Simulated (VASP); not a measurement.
Wanted: the native input for a VASP 6.6.1 run.

- Task: single point
- Functional: PBEsol
- Potentials or basis: VASP PAW PBE potentials, release 64 (Ti_sv, Si)
- Cutoff: 520 eV
- k mesh: 8 × 6 × 6
- Occupations: gaussian, width 0.1 eV
- Spin: no spin polarisation
- Dipole correction: no
- Further INCAR settings: ALGO = Normal; EDIFF = 1e-06; NBANDS = 52

The structure of TiSi2 lies in POSCAR:

```
TiSi2
1.0
    4.7617560832      0.0000000000      0.0000000000
    0.0000000000     -4.0910612952      4.2480470647
    0.0000000000     -4.0910612952     -4.2480470647
Ti Si
4 8
Direct
    0.2500000000      0.5000000000      0.0000000000
    0.7500000000      0.0000000000      0.5000000000
    0.0000000000      0.5000000000      0.5000000000
    0.5000000000      1.0000000000      0.0000000000
    0.7500000000      0.6638329375      0.1638329375
    0.2500000000      0.1638329375      0.6638329375
    0.7500000000      0.3361670625      0.8361670625
    0.2500000000      0.8361670625      0.3361670625
    1.0000000000      0.8361670625      0.8361670625
    0.5000000000      0.3361670625      0.3361670625
    0.0000000000      0.1638329375      0.1638329375
    0.5000000000      0.6638329375      0.6638329375
```

One way to write it, as run:

INCAR

```
SYSTEM = TiSi2
PREC = Accurate ; ENCUT = 520
EDIFF = 1E-6 ; ISMEAR = 0
SIGMA = 0.1 ; LREAL = .FALSE.
LASPH = .TRUE. ; NELM = 60
ALGO = Normal ; ISIF = 2
LWAVE = .FALSE. ; LCHARG = .FALSE.
GGA = PS ; NBANDS = 52
```

KPOINTS

```
Automatic mesh
0
G
  8 6 6
  0 0 0
```

Potentials or basis: VASP PAW PBE potentials, release 64 (Ti_sv, Si).

The run is started by

```console
$ cat potpaw_PBE.64/Ti_sv/POTCAR potpaw_PBE.64/Si/POTCAR > POTCAR
$ mpirun -np 1 vasp_std > vasp.out
```

Results of the run:

| Quantity | Value |
| --- | --- |
| Pressure | 0.2 GPa |
| Largest force | 0.006 eV/Å |
| Band gap on the k mesh | zero (bands 40 and 41 overlap by 1.27 eV) |

Caveat: the PAW data sets were made with another functional, which shifts forces and pressure a little.

It took 4.5 min on 1 thread of Intel(R) Xeon(R) 6975P-C (Granite Rapids) (shared host), peak memory 0.52 GiB.
